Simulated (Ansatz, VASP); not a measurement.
## PIr: VASP beside Ansatz

```
Ir P
1.0
     0.00000    2.15438    2.15438
     2.15438    0.00000    2.15438
     2.15438    2.15438    0.00000
Ir P
1 1
Cartesian
  0.0000 0.0000 0.0000
  2.1544 2.1544 2.1544
```

Change from the starting cell: volume scaled by 0.7, PAW files.

Alike in both runs: task single point; functional LDA; k mesh 14 × 14 × 14; occupations fermi-dirac, width 0.08 eV; no spin polarisation.

|  | VASP | Ansatz |
| --- | --- | --- |
| version | VASP 6.6.1 | Ansatz 0.2.0 |
| potentials or method | VASP PAW LDA potentials, release 64 (Ir, P) | PAW with Ansatz's default frozen-core files, scalar-relativistic |
| plane-wave cutoff (eV) | 500 | 420 |
| valence electrons in the cell | 14 | 22 |

|  | VASP | Ansatz | Ansatz less VASP |
| --- | --- | --- | --- |
| pressure (GPa) | 201.5 | 194.0 | -7.51 |

LDA's correlation is that of Perdew and Zunger in VASP and of Perdew and Wang (1992) in Ansatz. Both programs put the cell under a high pressure, so it lies far from rest at this level. VASP's potentials hold 14 valence electrons a cell and Ansatz's 22, so a difference there can come from the potentials and not from the codes.

Spin-orbit coupling is off throughout. Noted on VASP's run: the cell as given lies far from equilibrium.
